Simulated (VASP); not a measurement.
# NaF (P6_3/mmc) in VASP: further runs

The runs below take NaF through single point, with r2SCAN.

Everything below comes from runs of VASP 6.6.1. Logs are shortened: lines on timing, memory, paths and dates and some standing lists are left out, and cuts for length are marked.

**1. The cell of the first run**

The structure is hexagonal, space group P6_3/mmc (No. 194). The conventional cell has a = 3.209 Å, b = 3.209 Å, c = 5.623 Å, α = 90.00°, β = 90.00°, γ = 120.00°. Within 3.3 Å of Na (site symmetry -3m) lie 6 F at 2.33 Å and 8 Na at 2.81 to 3.21 Å. Within 3.4 Å of F (site symmetry -6m2) lie 6 Na at 2.33 Å and 12 F at 3.21 to 3.37 Å.

**2. Single point, r2SCAN (12.54 Å³/atom)**

POSCAR

```
NaF
1.0
    3.2090172960      0.0000000000      0.0000000000
   -1.6045086480      2.7790904996      0.0000000000
    0.0000000000      0.0000000000      5.6227596719
Na F
2 2
Direct
    0.0000000000      0.0000000000      0.0000000000
    0.0000000000      0.0000000000      0.5000000000
    0.3333333333      0.6666666667      0.2500000000
    0.6666666667      0.3333333333      0.7500000000
```

INCAR.step1

```
SYSTEM = NaF
ALGO = Normal ; EDIFF = 1E-4
ENCUT = 520 ; GGA = PE
ISMEAR = 0 ; LASPH = .TRUE.
LCHARG = .FALSE. ; LREAL = .FALSE.
LWAVE = .TRUE. ; NBANDS = 22
NELM = 80 ; PREC = Accurate
SIGMA = 0.01
```

INCAR.step2

```
SYSTEM = NaF
ALGO = Normal ; EDIFF = 1E-6
ENCUT = 520 ; ISIF = 2
ISMEAR = 0 ; ISTART = 1
LASPH = .TRUE. ; LCHARG = .FALSE.
LMIXTAU = .TRUE. ; LREAL = .FALSE.
LWAVE = .FALSE. ; METAGGA = R2SCAN
NBANDS = 22 ; NELM = 80
PREC = Accurate ; SIGMA = 0.01
```

KPOINTS

```
k-points
0
G
  9 9 4
  0 0 0
```

Potentials or basis: VASP PAW PBE potentials, release 64 (Na_pv, F).

Launch:

```bash
> cat potpaw_PBE.64/Na_pv/POTCAR potpaw_PBE.64/F/POTCAR > POTCAR
> cp INCAR.step1 INCAR
> mpirun -np 1 vasp_std > vasp.out
> cp INCAR.step2 INCAR
> mpirun -np 1 vasp_std > vasp.out
```

OUTCAR:

```text
SYSTEM = NaF
   EDIFF = 1E-6
   ENCUT = 520
   ISIF = 2
   ISMEAR = 0
   ISTART = 1
   LASPH = .TRUE.
   LREAL = .FALSE.
   METAGGA = R2SCAN
   NELM = 80
   PREC = Accurate

 ion  position               nearest neighbor table
   1  0.000  0.000  0.000-   3 2.33   4 2.33   4 2.33   3 2.33   4 2.33   3 2.33
   2  0.000  0.000  0.500-   3 2.33   4 2.33   4 2.33   3 2.33   4 2.33   3 2.33
   3  0.333  0.667  0.250-   1 2.33   2 2.33   1 2.33   2 2.33   1 2.33   2 2.33
   4  0.667  0.333  0.750-   1 2.33   2 2.33   1 2.33   2 2.33   1 2.33   2 2.33

  LATTYP: Found a hexagonal cell.
 ALAT       =     3.2090172960
 C/A-ratio  =     1.7521749350

  Lattice vectors:

 A1 = (   3.2090172960,   0.0000000000,   0.0000000000)
 A2 = (  -1.6045086480,   2.7790904996,   0.0000000000)
 A3 = (   0.0000000000,   0.0000000000,   5.6227596719)

Analysis of symmetry for initial positions (statically):
=====================================================================
 Subroutine PRICEL returns:
 Original cell was already a primitive cell.

 Routine SETGRP: Setting up the symmetry group for a
 hexagonal supercell.

 Subroutine GETGRP returns: Found 24 space group operations
 (whereof 12 operations were pure point group operations)
 out of a pool of 24 trial point group operations.

The static configuration has the point symmetry D_3d.
 The point group associated with its full space group is D_6h.

Analysis of symmetry for dynamics (positions and initial velocities):
=====================================================================
 Subroutine PRICEL returns:
 Original cell was already a primitive cell.

 Routine SETGRP: Setting up the symmetry group for a
 hexagonal supercell.

 Subroutine GETGRP returns: Found 24 space group operations
 (whereof 12 operations were pure point group operations)
 out of a pool of 24 trial point group operations.

The dynamic configuration has the point symmetry D_3d.
 The point group associated with its full space group is D_6h.

 Subroutine INISYM returns: Found 24 space group operations
 (whereof 12 operations are pure point group operations),
 and found     1 'primitive' translations

----------------------------------------------------------------------------------------

                                     Primitive cell

  volume of cell :      50.1446

  direct lattice vectors                    reciprocal lattice vectors
     3.209017296  0.000000000  0.000000000     0.311621879  0.179914976  0.000000000
    -1.604508648  2.779090500  0.000000000     0.000000000  0.359829952  0.000000000
     0.000000000  0.000000000  5.622759672     0.000000000  0.000000000  0.177848611

  length of vectors
     3.209017296  3.209017296  5.622759672     0.359829952  0.359829952  0.177848611

  position of ions in fractional coordinates (direct lattice)
     0.000000000  0.000000000  0.000000000
     0.000000000  0.000000000  0.500000000
     0.333333333  0.666666667  0.250000000
     0.666666667  0.333333333  0.750000000

  ion indices of the primitive-cell ions
   primitive index   ion index
                 1           1
                 2           2
                 3           3
                 4           4

----------------------------------------------------------------------------------------

 KPOINTS: k-points

Automatic generation of k-mesh.
 Grid dimensions read from file:
 generate k-points for:    9    9    4

 Generating k-lattice:

  Cartesian coordinates                     Fractional coordinates (reciprocal lattice)
     0.034624653  0.019990553  0.000000000     0.111111111  0.000000000  0.000000000
     0.000000000  0.039981106  0.000000000     0.000000000  0.111111111  0.000000000
     0.000000000  0.000000000  0.044462153     0.000000000  0.000000000  0.250000000

  Length of vectors
     0.039981106  0.039981106  0.044462153

  Shift w.r.t. Gamma in fractional coordinates (k-lattice)
     0.000000000  0.000000000  0.000000000

 Subroutine IBZKPT returns following result:
 ===========================================

 Found     36 irreducible k-points:

 Following reciprocal coordinates:
            Coordinates               Weight
  0.000000  0.000000  0.000000      1.000000
  0.111111  0.000000  0.000000      6.000000
  0.222222  0.000000  0.000000      6.000000
  0.333333  0.000000  0.000000      6.000000
  0.444444  0.000000  0.000000      6.000000
  0.111111  0.111111  0.000000      6.000000
[... 16 lines left out ...]
  0.333333  0.222222  0.250000     24.000000
  0.333333  0.333333  0.250000      4.000000
 [... further k-points ...]
   k-points           NKPTS =     36   k-points in BZ     NKDIM =     36   number of bands    NBANDS=     22
   number of dos      NEDOS =    301   number of ions     NIONS =      4
   total plane-waves  NPLWV =  24192
   dimension x,y,z NGX =    24 NGY =   24 NGZ =   42
   dimension x,y,z NGXF=    48 NGYF=   48 NGZF=   84
   ions per type =               2   2
   NGX,Y,Z   is equivalent  to a cutoff of  12.43, 12.43, 12.42 a.u.
   NGXF,Y,Z  is equivalent  to a cutoff of  24.87, 24.87, 24.84 a.u.
 SYSTEM =  NaF
   PREC   = accura    normal or accurate (medium, high low for compatibility)
   ISTART =      1    job   : 0-new  1-cont  2-samecut
   ICHARG =      0    charge: 1-file 2-atom 10-const
   ISPIN  =      1    spin polarized calculation?
   LNONCOLLINEAR =      F non collinear calculations
   LSORBIT =      F    spin-orbit coupling
   LASPH  =      T    aspherical Exc in radial PAW
   ENCUT  =  520.0 eV  38.22 Ry    6.18 a.u.   5.97  5.97 10.45*2*pi/ulx,y,z
   NELM   =     80;   NELMIN=  2; NELMDL=  0     # of ELM steps
   EDIFF  = 0.1E-05   stopping-criterion for ELM
   LREAL  =      F    real-space projection
   EDIFFG = 0.1E-04   stopping-criterion for IOM
   NSW    =      0    number of steps for IOM
   IBRION =     -1    ionic relax: 0-MD 1-quasi-New 2-CG
   NFREE  =      0    steps in history (QN), initial steepest desc. (CG)
   ISIF   =      2    stress and relaxation
   ISYM   =      2    0-nonsym 1-usesym 2-fastsym
   POTIM  = 0.5000    time-step for ionic-motion
   TEBEG  =    0.0;   TEEND  =   0.0 temperature during run
   PSTRESS=    0.0 pullay stress
   NELECT =      28.0000    total number of electrons
   NUPDOWN=      -1.0000    fix difference up-down
   EMIN   =  10.00;   EMAX   =-10.00  energy-range for DOS
   EFERMI =   0.00;   METHOD = LEGACY
   ISMEAR =     0;   SIGMA  =   0.01  broadening in eV -4-tet -1-fermi 0-gaus
   EFERMI_NEDOS =   21; number of points for ismear=-14 and -15
   IALGO  =     38    algorithm
   IMIX   =      4    mixing-type and parameters
     AMIX     =   0.40;   BMIX     =  1.00
     AMIX_MAG =   1.60;   BMIX_MAG =  1.00
  volume/ion in A,a.u.               =      12.54        84.60
  Fermi-wavevector in a.u.,A,eV,Ry     =   1.348092  2.547524 24.726563  1.817351
  Thomas-Fermi vector in A             =   2.475789
   LORBIT       =      0    0 simple, 1 ext, 2 COOP (PROOUT), +10 PAW based schemes
   METAGGA = R2SCAN    functional components
   LHFCALC =     F    Hartree Fock is set to
   AEXX    =    0.0000 exact exchange contribution
   IVDW    =     0    specifies the selected vdW correction
   LEPSILON=     F    determine dielectric tensor
   LRPA    =     F    only Hartree local field effects (RPA)
 non-spin polarized calculation
 Gauss-broadening in eV      SIGMA  =   0.01
  energy-cutoff  :      520.00
  volume of cell :       50.14
 maximum number of plane-waves:      1392
 NGX is ok and might be reduce to    24
   NGX = 11   NGY = 11   NGZ = 21

 number of electron      27.9999997 magnetization

 Free energy of the ion-electron system (eV)
  ---------------------------------------------------
  ext. energy  EPLUGINS =         0.00000000
  ---------------------------------------------------
  free energy    TOTEN  =       -25.01410916 eV

  energy without entropy =      -25.01410916  energy(sigma->0) =      -25.01410916

 E-fermi :  -2.6042     XC(G=0):  -9.7266

 val. band max:       -2.6607530285   @ k =   0.0000   0.0000   0.0000
 cond. band min:       4.3922482017   @ k =   0.0000   0.0000   0.0000
 fundamental gap:      7.0530012302
 Fermi energy:        -2.6041699270

 k-point     1 :       0.0000    0.0000    0.0000
  band No.  band energies     occupation
      1     -23.5506      2.00000
      2     -23.0143      2.00000
      3     -22.4354      2.00000
      4     -22.4352      2.00000
      5     -22.4053      2.00000
      6     -22.4051      2.00000
[... 14 lines left out ...]
     21      19.4456      0.00000
     22      19.4458      0.00000

 k-point     2 :       0.1111    0.0000    0.0000
  band No.  band energies     occupation
      1     -23.5036      2.00000
      2     -23.0883      2.00000
      3     -22.4391      2.00000
      4     -22.4194      2.00000
      5     -22.4082      2.00000
      6     -22.3799      2.00000
[... 14 lines left out ...]
     21      18.2182      0.00000
     22      18.9098      0.00000

 k-point     3 :       0.2222    0.0000    0.0000
  band No.  band energies     occupation
      1     -23.3873      2.00000
      2     -23.1992      2.00000
      3     -22.4553      2.00000
      4     -22.4486      2.00000
      5     -22.4156      2.00000
      6     -22.3746      2.00000
[... 14 lines left out ...]
     21      18.4679      0.00000
     22      18.4981      0.00000

 k-point     4 :       0.3333    0.0000    0.0000
  band No.  band energies     occupation
      1     -23.3865      2.00000
      2     -23.0977      2.00000
      3     -22.4957      2.00000
      4     -22.4593      2.00000
      5     -22.4241      2.00000
      6     -22.3686      2.00000
[... 14 lines left out ...]
     21      18.4109      0.00000
     22      18.6979      0.00000

 k-point     5 :       0.4444    0.0000    0.0000
  band No.  band energies     occupation
      1     -23.4377      2.00000
      2     -22.8579      2.00000
      3     -22.5338      2.00000
      4     -22.5218      2.00000
      5     -22.4663      2.00000
      6     -22.4296      2.00000
[... 14 lines left out ...]
     21      18.0013      0.00000
     22      18.8258      0.00000

 k-point     6 :       0.1111    0.1111    0.0000
  band No.  band energies     occupation
      1     -23.4157      2.00000
      2     -23.1819      2.00000
      3     -22.4501      2.00000
      4     -22.4431      2.00000
      5     -22.4148      2.00000
      6     -22.3762      2.00000
[... 14 lines left out ...]
     21      18.1918      0.00000
     22      19.0277      0.00000

 k-point     7 :       0.2222    0.1111    0.0000
  band No.  band energies     occupation
      1     -23.3244      2.00000
      2     -23.2167      2.00000
      3     -22.4782      2.00000
      4     -22.4755      2.00000
      5     -22.4258      2.00000
      6     -22.3706      2.00000
[... 324 lines left out ...]
      6     -22.4121      2.00000
[... 14 lines left out ...]
     21      17.4619      0.00000
     22      18.4313      0.00000

 k-point    21 :       0.4444    0.1111    0.2500
  band No.  band energies     occupation
      1     -23.3571      2.00000
      2     -23.0103      2.00000
      3     -22.5755      2.00000
      4     -22.4938      2.00000
      5     -22.4468      2.00000
      6     -22.4091      2.00000
[... 14 lines left out ...]
     21      17.5721      0.00000
     22      17.8600      0.00000

 k-point    22 :       0.2222    0.2222    0.2500
  band No.  band energies     occupation
      1     -23.2814      2.00000
      2     -23.1657      2.00000
      3     -22.5382      2.00000
      4     -22.4914      2.00000
      5     -22.4539      2.00000
      6     -22.4096      2.00000
[... 14 lines left out ...]
     21      16.6572      0.00000
     22      18.7923      0.00000

 k-point    23 :       0.3333    0.2222    0.2500
  band No.  band energies     occupation
      1     -23.2818      2.00000
      2     -23.1053      2.00000
      3     -22.5693      2.00000
      4     -22.5075      2.00000
      5     -22.4709      2.00000
      6     -22.4023      2.00000
[... 14 lines left out ...]
     21      16.4546      0.00000
     22      17.7978      0.00000

 k-point    24 :       0.3333    0.3333    0.2500
  band No.  band energies     occupation
      1     -23.1893      2.00000
      2     -23.1892      2.00000
      3     -22.5750      2.00000
      4     -22.4988      2.00000
      5     -22.4987      2.00000
      6     -22.3991      2.00000
[... 14 lines left out ...]
     21      16.4718      0.00000
     22      18.0023      0.00000

 [... further k-points ...]

------------------------ aborting loop because EDIFF is reached ----------------------------------------

  FORCE on cell =-STRESS in cart. coord.  units (eV):
  Direction    XX          YY          ZZ          XY          YZ          ZX
  --------------------------------------------------------------------------------------
  -------------------------------------------------------------------------------------
  Total       -0.6454058     -0.6454058     -0.7348431     -0.0000000      0.0000000      0.0000000
  in kB      -20.6214488    -20.6214488    -23.4790723     -0.0000000      0.0000000      0.0000000
  external PRESSURE =     -21.5739899 kB  Pullay stress =       0.0000000 kB

 VOLUME and BASIS-vectors are now :
 -----------------------------------------------------------------------------
  energy-cutoff  :      520.00
  volume of cell :       50.14
      direct lattice vectors                 reciprocal lattice vectors
     3.209017296  0.000000000  0.000000000     0.311621879  0.179914976  0.000000000
    -1.604508648  2.779090500  0.000000000     0.000000000  0.359829952  0.000000000
     0.000000000  0.000000000  5.622759672     0.000000000  0.000000000  0.177848611

 POSITION                                       TOTAL-FORCE (eV/Angst)
 -----------------------------------------------------------------------------------
      0.00000      0.00000      0.00000         0.000000      0.000000      0.000000
      0.00000      0.00000      2.81138         0.000000      0.000000      0.000000
     -0.00000      1.85273      1.40569        -0.000000      0.000000     -0.000000
      1.60451      0.92636      4.21707         0.000000     -0.000000     -0.000000
 -----------------------------------------------------------------------------------
    total drift:                               -0.000000      0.000000     -0.000000

  FREE ENERGIE OF THE ION-ELECTRON SYSTEM (eV)
  ---------------------------------------------------
  free  energy   TOTEN  =       -25.0141091586 eV

  energy  without entropy=      -25.0141091586  energy(sigma->0) =      -25.01410916
```

Wall time 3.6 min (1 thread of AMD EPYC 7R13, shared host); peak memory 0.15 GiB.

Results:

```yaml
Free_energy: -25.0141 eV
Pressure: -2.2 GPa
Band_gap_on_the_k_mesh: 7.05 eV
```

Caveat: the PAW data sets were made with another functional, which shifts forces and pressure a little. A k mesh can miss the band edges.

**3. Single point, r2SCAN (12.90 Å³/atom)**

This run uses another cell than the first one, of 12.90 Å³/atom.

POSCAR

```
NaF
1.0
    3.2398751246      0.0000000000      0.0000000000
   -1.6199375623      2.8058141630      0.0000000000
    0.0000000000      0.0000000000      5.6768279856
Na F
2 2
Direct
    0.0000000000      0.0000000000      0.0000000000
    0.0000000000      0.0000000000      0.5000000000
    0.3333333333      0.6666666667      0.2500000000
    0.6666666667      0.3333333333      0.7500000000
```

INCAR.step1

```
SYSTEM = NaF
PREC = Accurate
ENCUT = 520
ISMEAR = 0
SIGMA = 0.01
LREAL = .FALSE.
LASPH = .TRUE.
NELM = 80
NBANDS = 22
GGA = PE
ALGO = Normal
EDIFF = 1E-4
LWAVE = .TRUE.
LCHARG = .FALSE.
```

INCAR.step2

```
SYSTEM = NaF
PREC = Accurate
ENCUT = 520
EDIFF = 1E-7
ISMEAR = 0
SIGMA = 0.01
LREAL = .FALSE.
LASPH = .TRUE.
NELM = 80
ALGO = Normal
ISIF = 2
LWAVE = .FALSE.
LCHARG = .FALSE.
METAGGA = R2SCAN
LMIXTAU = .TRUE.
NBANDS = 22
ISTART = 1
```

KPOINTS

```
regular mesh
0
G
  9 9 4
  0 0 0
```

Potentials or basis: VASP PAW PBE potentials, release 64 (Na_pv, F).

Launch:

```bash
> cat potpaw_PBE.64/Na_pv/POTCAR potpaw_PBE.64/F/POTCAR > POTCAR
> cp INCAR.step1 INCAR
> mpirun -np 1 vasp_std > vasp.out
> cp INCAR.step2 INCAR
> mpirun -np 1 vasp_std > vasp.out
```

It took 4 min on 1 thread of AMD EPYC 7R13, shared host; peak memory 0.15 GiB.

The run converged. Its results:

* Free energy: -24.9897 eV
* Pressure: -3.5 GPa
* Band gap on the k mesh: 6.90 eV

Stress tensor (GPa, compression positive):
```
-3.38  0.00  0.00
 0.00 -3.38  0.00
 0.00  0.00 -3.64
```

Levels at points of the mesh, in eV from the valence-band top:
```csv
k point,band 11,band 12,band 13,band 14,band 15,band 16,band 17,band 18
"(0.00, 0.00, 0.00)",-0.19,-0.19,0.00,0.00,6.90,11.34,12.54,17.47
"(0.00, 0.00, 0.50)",-0.10,-0.10,-0.10,-0.10,8.62,8.62,15.31,15.31
```

Caveat: the cell stands under tension; the PAW data sets were made with another functional, which shifts forces and pressure a little.
